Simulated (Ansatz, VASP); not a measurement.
# Si2C3: VASP beside Ansatz

```
Si C
1.0
     2.80901    0.00000    0.00000
    -1.40450    2.43267    0.00000
     0.00000    0.00000    8.70143
Si C
2 3
Cartesian
  0.0000 0.0000 7.4370
  0.0000 0.0000 1.2645
  0.0000 0.0000 3.0748
  0.0000 0.0000 4.3507
  0.0000 0.0000 5.6266
```

Alike in both runs: functional PBE; k mesh 18 × 18 × 4; occupations gaussian, width 0.1 eV; no spin polarisation.

Ansatz relaxed the structure, and its values are those at the end. VASP's run is a single point on that final structure, the one shown.

|  | VASP | Ansatz |
| --- | --- | --- |
| version | VASP 6.6.1 | Ansatz 0.2.0 |
| potentials or method | VASP PAW PBE potentials, release 64 (Si, C), cutoff 520 eV | scalar-relativistic, plane waves, PAW |
| valence electrons in the cell | 20 | 20 |

Ansatz gave:

```
gap on the k mesh at the Fermi level (eV) : none
pressure (GPa)                            : 0.0
rms of the force components (eV/Å)        : 0.000
```

Task: Estimate VASP's values.

Result: gap on the k mesh at the Fermi level (eV): none; pressure (GPa): -0.1; rms of the force components (eV/Å): 0.014.

A gap of «none» marks a metal or a gap that the smearing closes. With one functional, cell and mesh, what is left measures potentials, basis and numerics.
